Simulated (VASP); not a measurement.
Wanted: the native input for a VASP 6.6.1 run.

* Task: single point
* Functional: r2SCAN
* Potentials or basis: VASP PAW PBE potentials, release 64 (Sr_sv, Cd, Ag)
* Cutoff: 520 eV
* k mesh: 7 × 7 × 4
* Occupations: gaussian, width 0.0166 eV
* Spin: no spin polarisation
* Dipole correction: no
* Further INCAR settings: ALGO = Normal; EDIFF = 1e-06; NBANDS = 36

The system is SrCd2Ag2.

```xyz
5
Lattice="2.2699 3.9316 0.0000 -2.2699 3.9316 0.0000 0.0000 0.0000 7.5410" Properties=species:S:1:pos:R:3 pbc="T T T"
Sr    0.0000    0.0000    0.0000
Cd   -0.0002    2.6212    4.7569
Cd    0.0002    5.2420    2.7841
Ag   -0.0002    2.6212    1.8913
Ag    0.0002    5.2420    5.6497
```

The input as run:

POSCAR

```
SrCd2Ag2
1.0
    2.2699130000      3.9316000000      0.0000000000
   -2.2699130000      3.9316000000      0.0000000000
    0.0000000000      0.0000000000      7.5409880000
Sr Cd Ag
1 2 2
Direct
    0.0000000000      0.0000000000      0.0000000000
    0.3333000000      0.3334000000      0.6308000000
    0.6667000000      0.6666000000      0.3692000000
    0.3333000000      0.3334000000      0.2508000000
    0.6667000000      0.6666000000      0.7492000000
```

INCAR.step1

```
SYSTEM = SrCd2Ag2
PREC     = Accurate       ! precision mode
ENCUT    = 520            ! plane-wave cutoff, eV
ISMEAR   = 0              ! smearing method
SIGMA    = 0.0166         ! smearing width, eV
LREAL    = .False.        ! projectors in reciprocal space
LASPH    = .True.         ! aspherical terms in the spheres
NELM     = 100            ! most SCF steps
NBANDS   = 36             ! bands
GGA      = PE             ! functional
ALGO     = Normal         ! electronic algorithm
EDIFF    = 1E-4           ! SCF threshold, eV
LWAVE    = .True.         ! write WAVECAR
LCHARG   = .False.        ! write CHGCAR
```

INCAR.step2

```
SYSTEM = SrCd2Ag2
PREC     = Accurate       ! precision mode
ENCUT    = 520            ! plane-wave cutoff, eV
EDIFF    = 1E-6           ! SCF threshold, eV
ISMEAR   = 0              ! smearing method
SIGMA    = 0.0166         ! smearing width, eV
LREAL    = .False.        ! projectors in reciprocal space
LASPH    = .True.         ! aspherical terms in the spheres
NELM     = 100            ! most SCF steps
ALGO     = Normal         ! electronic algorithm
ISIF     = 2              ! what is computed and relaxed
LWAVE    = .False.        ! write WAVECAR
LCHARG   = .False.        ! write CHGCAR
METAGGA  = R2SCAN         ! meta-GGA
LMIXTAU  = .True.       
NBANDS   = 36             ! bands
ISTART   = 1
```

KPOINTS

```
regular mesh
0
Gamma
  7 7 4
  0 0 0
```

Potentials or basis: VASP PAW PBE potentials, release 64 (Sr_sv, Cd, Ag).

The run is started by

```bash
$ cat potpaw_PBE.64/Sr_sv/POTCAR potpaw_PBE.64/Cd/POTCAR potpaw_PBE.64/Ag/POTCAR > POTCAR
$ cp INCAR.step1 INCAR
$ mpirun -np 1 vasp_std > vasp.out
$ cp INCAR.step2 INCAR
$ mpirun -np 1 vasp_std > vasp.out
```

Results of the run:

```json
{"Pressure": "1.4 GPa", "Largest force": "0.158 eV/Å", "Band gap on the k mesh": "zero (bands 28 and 29 overlap by 3.12 eV)"}
```

Caveat: the PAW data sets were made with another functional, which shifts forces and pressure a little.

Wall time 22 min on 1 thread of Intel(R) Xeon(R) Platinum 8488C (Sapphire Rapids) (shared host), peak memory 0.48 GiB.
